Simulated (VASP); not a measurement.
LiGeN, 6 atoms in the cell. It takes space group P6_3mc (No. 186, hexagonal). Conventional cell: a = 2.987 Å, b = 2.987 Å, c = 9.353 Å, α = 90.00°, β = 90.00°, γ = 120.00°. Li (site symmetry 3m) has 3 N at 2.17 Å and 6 Ge at 2.86 to 2.95 Å and 6 Li at 2.99 Å within 3.0 Å. Ge (site symmetry 3m) has 3 N at 1.98 Å within 2.6 Å. N (site symmetry 3m) has 3 Ge at 1.98 Å and 3 Li at 2.17 Å within 2.6 Å. 

| Property | Result |
| --- | --- |
| Program | VASP 6.6.1 |
| Task | single point |
| Functional | r2SCAN |
| Potentials or basis | VASP PAW PBE potentials, release 64 (Li_sv, Ge_d, N) |
| Cutoff | 520 eV |
| k mesh | 12 × 12 × 4 |
| Occupations | gaussian, width 0.01 eV |
| Spin | no spin polarisation |
| Dipole correction | no |
| Further INCAR settings | ALGO = Normal; EDIFF = 1e-06; NBANDS = 31 |

Potentials or basis: VASP PAW PBE potentials, release 64 (Li_sv, Ge_d, N).

Command:

```sh
$ cat potpaw_PBE.64/Li_sv/POTCAR potpaw_PBE.64/Ge_d/POTCAR potpaw_PBE.64/N/POTCAR > POTCAR
$ cp INCAR.step1 INCAR
$ mpirun -np 1 vasp_std > vasp.out
$ cp INCAR.step2 INCAR
$ mpirun -np 1 vasp_std > vasp.out
```

Hardware: 1 thread of Intel(R) Xeon(R) 6975P-C (Granite Rapids), on a shared host.

Question: How long does it take, and how much memory?

Answer: Run time: 4.1 min on 1 thread of Intel(R) Xeon(R) 6975P-C (Granite Rapids), on a shared host, peak memory 0.27 GiB. Counts: k points 57.
